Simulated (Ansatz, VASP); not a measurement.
**TiO2 in VASP and in Ansatz**

```
Ti O
1.0
     4.59675    0.00000    0.00000
     0.00000    4.59675    0.00000
     0.00000    0.00000    2.95367
Ti O
2 4
Cartesian
  0.0000 0.0000 0.0000
  2.2984 2.2984 1.4768
  1.4002 1.4002 0.0000
  0.8982 3.6986 1.4768
  3.1965 3.1965 0.0000
  3.6986 0.8982 1.4768
```

Alike in both runs: task single point; functional r2SCAN; k mesh 6 × 6 × 10; occupations gaussian, width 0.05 eV; no spin polarisation.

```csv
,VASP,Ansatz
version,VASP 6.6.1,Ansatz 0.2.0
potentials or method,"VASP PAW PBE potentials, release 64 (Ti_sv, O), cutoff 520 eV","scalar-relativistic, plane waves, PAW"
valence electrons in the cell,48,48
```

|  | VASP | Ansatz | Ansatz less VASP |
| --- | --- | --- | --- |
| gap on the k mesh at the Fermi level (eV) | 2.23 | 2.22 | -0.009 |
| least direct gap on the mesh (eV) | 2.23 | 2.22 | -0.009 |
| pressure (GPa) | 1.3 | 0.0 | -1.26 |
| traceless stress, the component that is largest in VASP (GPa) | 0.47 | 0.00 | -0.464 |
| rms of the force components (eV/Å) | 0.016 | 0.000 | -0.0158 |

VASP's potentials were made for PBE, not for r2SCAN. Atom by atom the forces differ by 0.016 eV/Å (rms over components). The functional is the same, so the differences come from potentials, cutoffs and numerics.
